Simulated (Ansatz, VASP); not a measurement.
## Two plane-wave programs on CdF2

File POSCAR:

```
CdF2
1.0
    0.0000000000      2.6940000000      2.6940000000
    2.7950250000      0.0000000000      2.6940000000
    2.7950250000      2.6940000000      0.0000000000
Cd F
1 2
Direct
    0.0000000000      0.0000000000      0.0000000000
    0.2500000000      0.2500000000      0.2500000000
    0.7500000000      0.7500000000      0.7500000000
```

The input INCAR.step1:

```
SYSTEM = CdF2
ALGO     = Normal         ! electronic algorithm
EDIFF    = 1E-4           ! SCF threshold, eV
ENCUT    = 520            ! plane-wave cutoff, eV
GGA      = PE             ! functional
ISMEAR   = 0              ! smearing method
LASPH    = .True.         ! aspherical terms in the spheres
LCHARG   = .False.        ! write CHGCAR
LREAL    = .False.        ! projectors in reciprocal space
LWAVE    = .True.         ! write WAVECAR
NBANDS   = 20             ! bands
NELM     = 80             ! most SCF steps
PREC     = Accurate       ! precision mode
SIGMA    = 0.05           ! smearing width, eV
```

The input INCAR.step2:

```
SYSTEM = CdF2
ALGO     = Normal         ! electronic algorithm
EDIFF    = 1E-6           ! SCF threshold, eV
ENCUT    = 520            ! plane-wave cutoff, eV
ISIF     = 2              ! what is computed and relaxed
ISMEAR   = 0              ! smearing method
ISTART   = 1            
LASPH    = .True.         ! aspherical terms in the spheres
LCHARG   = .True.         ! write CHGCAR
LELF     = .True.         ! ELF
LMIXTAU  = .True.       
LREAL    = .False.        ! projectors in reciprocal space
LVHAR    = .True.       
LWAVE    = .False.        ! write WAVECAR
METAGGA  = R2SCAN         ! meta-GGA
NBANDS   = 20             ! bands
NELM     = 80             ! most SCF steps
PREC     = Accurate       ! precision mode
SIGMA    = 0.05           ! smearing width, eV
```

File KPOINTS:

```
k-points
0
Gamma
  8 8 8
  0 0 0
```

Input for Ansatz:

```yaml
crystal:
  lattice:
    - [0.0, 2.694, 2.694]
    - [2.795025, 0.0, 2.694]
    - [2.795025, 2.694, 0.0]
  atoms:
    - { symbol: Cd, position: [0.0, 0.0, 0.0] }
    - { symbol: F, position: [0.25, 0.25, 0.25] }
    - { symbol: F, position: [0.75, 0.75, 0.75] }
basis:
  ecutwfc: 500
kpoints:
  mp_grid: { grid: [8, 8, 8] }
hamiltonian:
  xc: r2scan
scf:
  occupations: { method: gaussian, width: 0.05 }
output:
  forces: true
  stress: true
  eigenvalues: true
```

Change from the starting cell: strain +0.0375 x Voigt [1, 0, 0, 0, 0, 0], atoms carried along.

Alike in both runs: task single point; functional r2SCAN; k mesh 8 × 8 × 8; occupations gaussian, width 0.05 eV; no spin polarisation.

|  | VASP | Ansatz |
| --- | --- | --- |
| version | VASP 6.6.1 | Ansatz 0.2.0 |
| potentials or method | VASP PAW PBE potentials, release 64 (Cd, F), cutoff 520 eV | scalar-relativistic, plane waves, PAW |
| valence electrons in the cell | 26 | 34 |

```tsv
	VASP	Ansatz	Ansatz less VASP
gap on the k mesh at the Fermi level (eV)	3.56	3.61	+0.041
least direct gap on the mesh (eV)	4.09	4.13	+0.049
pressure (GPa)	-3.0	-3.8	-0.78
traceless stress, the component that is largest in VASP (GPa)	-2.74	-2.79	-0.045
```

VASP's potentials were made for PBE, not for r2SCAN. The functional is the same, so the differences come from potentials, cutoffs and numerics. VASP's potentials hold 26 valence electrons a cell and Ansatz's 34, so a difference there can come from the potentials and not from the codes.
